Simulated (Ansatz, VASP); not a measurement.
# SiGe in VASP and in Ansatz

```
Si Ge
1.0
     3.90438    0.00000    0.00000
    -1.95219    3.38129    0.00000
     0.00000    0.00000    6.45368
Si Ge
2 2
Direct
  0.66667 0.33333 0.87447
  0.33333 0.66667 0.37447
  0.66667 0.33333 0.54702
  0.33333 0.66667 0.04702
```

Change from the starting cell: all Ge atoms moved +0.300 Å, as atom 3 along Cartesian [0 0 1].

Alike in both runs: task single point; functional r2SCAN; k mesh 12 × 12 × 4; occupations gaussian, width 0.05 eV; no spin polarisation.

```csv
,VASP,Ansatz
version,VASP 6.6.1,Ansatz 0.2.0
potentials or method,"VASP PAW PBE potentials, release 64 (Si, Ge_d), cutoff 520 eV","scalar-relativistic, plane waves, PAW"
valence electrons in the cell,36,36
```

Ansatz gave:

```
gap on the k mesh at the Fermi level (eV)                     : none
pressure (GPa)                                                : 3.4
traceless stress, the component that is largest in VASP (GPa) : 16.92
rms of the force components (eV/Å)                            : 3.133
```

Q: Estimate VASP's values.

A: gap on the k mesh at the Fermi level (eV): none; pressure (GPa): 3.3; traceless stress, the component that is largest in VASP (GPa): 16.86; rms of the force components (eV/Å): 3.130.

VASP's potentials were made for PBE, not for r2SCAN. Atom by atom the forces differ by 0.003 eV/Å (rms over components). A gap of «none» marks a metal or a gap that the smearing closes.
